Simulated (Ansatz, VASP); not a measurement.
**TiAl: VASP beside Ansatz**

```
Ti Al
1.0
     2.77889    0.00000    0.00000
    -1.38945    2.40659    0.00000
     0.00000    0.00000    4.93786
Ti Al
1 1
Direct
  0.00000 0.00000 0.00000
  0.33333 0.66667 0.50000
```

Alike in both runs: task single point; functional r2SCAN; k mesh 24 × 24 × 14; occupations gaussian, width 0.15 eV; no spin polarisation.

|  | VASP | Ansatz |
| --- | --- | --- |
| version | VASP 6.6.1 | Ansatz 0.2.0 |
| potentials or method | VASP PAW PBE potentials, release 64 (Ti_sv, Al), cutoff 520 eV | scalar-relativistic, plane waves, PAW |
| valence electrons in the cell | 15 | 15 |

|  | VASP | Ansatz | Ansatz less VASP |
| --- | --- | --- | --- |
| gap on the k mesh at the Fermi level (eV) | none | none | - |
| pressure (GPa) | -0.2 | -0.3 | -0.09 |
| traceless stress, the component that is largest in VASP (GPa) | -11.26 | -11.27 | -0.014 |

VASP's potentials were made for PBE, not for r2SCAN. A gap of «none» marks a metal or a gap that the smearing closes.
